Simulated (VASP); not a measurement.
Here is a VASP 6.6.1 calculation.

Contents of POSCAR:

```
TiSi18N24
1.0
    7.6633883300      0.0000000000      0.0000000000
   -3.8316941700      6.6366889800      0.0000000000
    0.0000000000      0.0000000000      8.7784169900
Si N Ti
18 24 1
Direct
    0.2300792300      0.8223818500      0.2484402500
    0.4057260500      0.2305623300      0.0827847000
    0.8238304400      0.5907717900      0.0835610900
    0.1757352300      0.4062631700      0.2482606500
    0.5917897400      0.7681514100      0.2488865100
    0.7663204800      0.1732722900      0.0834664700
    0.2303170100      0.8264732500      0.5868256700
    0.4019740800      0.2297888100      0.4152903000
    0.8269417100      0.5952663500      0.4154794800
    0.1710479000      0.4017984300      0.5869920600
    0.5961125600      0.7673056000      0.5871974900
    0.7677017300      0.1705045400      0.4156535500
    0.2316528800      0.8238024900      0.9189865600
    0.4061849900      0.2289341900      0.7535702800
    0.8222759800      0.5908020000      0.7542108800
    0.1741629200      0.4063106700      0.9188985200
    0.5922608300      0.7664985600      0.9196805700
    0.7678993000      0.1746926800      0.7540352000
    0.3326848400      0.6656676000      0.2503833300
    0.6650715800      0.3314203000      0.0819454300
    0.9690246900      0.6607510400      0.2477494500
    0.2964047700      0.9689983000      0.0841616400
    0.6709281300      0.6999101900      0.0851838100
    0.3346092900      0.3047115600      0.2470691800
    0.0292320000      0.3272150700      0.0841897100
    0.6919978500      0.0279988300      0.2479138300
    0.3330144700      0.6656807200      0.5847016900
    0.6650242400      0.3313670800      0.4177671600
    0.9651254300      0.6740064700      0.5867424400
    0.2876182900      0.9654395300      0.4156374700
    0.6752197000      0.7078199900      0.4158225100
    0.3227405600      0.2892232400      0.5866243000
    0.0328854300      0.3230620500      0.4157332500
    0.7102946100      0.0316151700      0.5868783300
    0.3329142000      0.6656709500      0.9204988700
    0.6652898900      0.3314042000      0.7520391800
    0.9687658900      0.6698329200      0.9182772600
    0.3058824300      0.9690563800      0.7545167400
    0.6633965700      0.6923492500      0.7554275900
    0.3270805500      0.2971953900      0.9172755500
    0.0289780400      0.3363161200      0.7547077200
    0.7015478700      0.0280689600      0.9183022200
   -0.0011030900     -0.0015041200      0.5012221600
```

INCAR.step1

```
PREC     = Accurate       # precision mode
ENCUT    = 520            # plane-wave cutoff, eV
EDIFF    = 1E-5           # SCF threshold, eV
ISMEAR   = -1             # smearing method
SIGMA    = 0.01           # smearing width, eV
LREAL    = Auto         
LASPH    = True           # aspherical terms in the spheres
NELM     = 120            # most SCF steps
ALGO     = Normal         # electronic algorithm
ISIF     = 2              # what is computed and relaxed
LWAVE    = True           # write WAVECAR
LCHARG   = False          # write CHGCAR
NBANDS   = 129            # bands
GGA      = PE             # functional
GGA_COMPAT= False        
ISYM     = -1
```

File INCAR.step2:

```
PREC     = Accurate       # precision mode
ENCUT    = 520            # plane-wave cutoff, eV
EDIFF    = 1E-6           # SCF threshold, eV
ISMEAR   = -1             # smearing method
SIGMA    = 0.01           # smearing width, eV
LREAL    = Auto         
LASPH    = True           # aspherical terms in the spheres
NELM     = 120            # most SCF steps
ALGO     = Normal         # electronic algorithm
ISIF     = 2              # what is computed and relaxed
LWAVE    = False          # write WAVECAR
LCHARG   = False          # write CHGCAR
GGA      = PE             # functional
LHFCALC  = True           # exact exchange
HFSCREEN = 0.2079         # screening, 1/A
PRECFOCK = Fast         
NBANDS   = 129            # bands
ISTART   = 1            
GGA_COMPAT= False        
ISYM     = -1
```

Contents of KPOINTS:

```
explicit points
1
Reciprocal
  0.25000000   0.25000000   0.25000000 1
```

Potentials or basis: VASP PAW PBE potentials, release 64 (Si, N, Ti_sv).

The run is started by

```sh
$ cat potpaw_PBE.64/Si/POTCAR potpaw_PBE.64/N/POTCAR potpaw_PBE.64/Ti_sv/POTCAR > POTCAR
$ cp INCAR.step1 INCAR
$ mpirun -np 1 vasp_std > vasp.out
$ cp INCAR.step2 INCAR
$ mpirun -np 1 vasp_std > vasp.out
```

What does it give for the largest force?

0.096 eV/Å.

What does it give for the band gap on the k mesh?

1.89 eV.

Predict the pressure.

-5.3 GPa.

Stress tensor (GPa, compression positive):
```
-7.25  0.20  0.03
 0.20 -6.89  0.15
 0.03  0.15 -1.83
```

Caveat: the PAW data sets were made with another functional, which shifts forces and pressure a little.
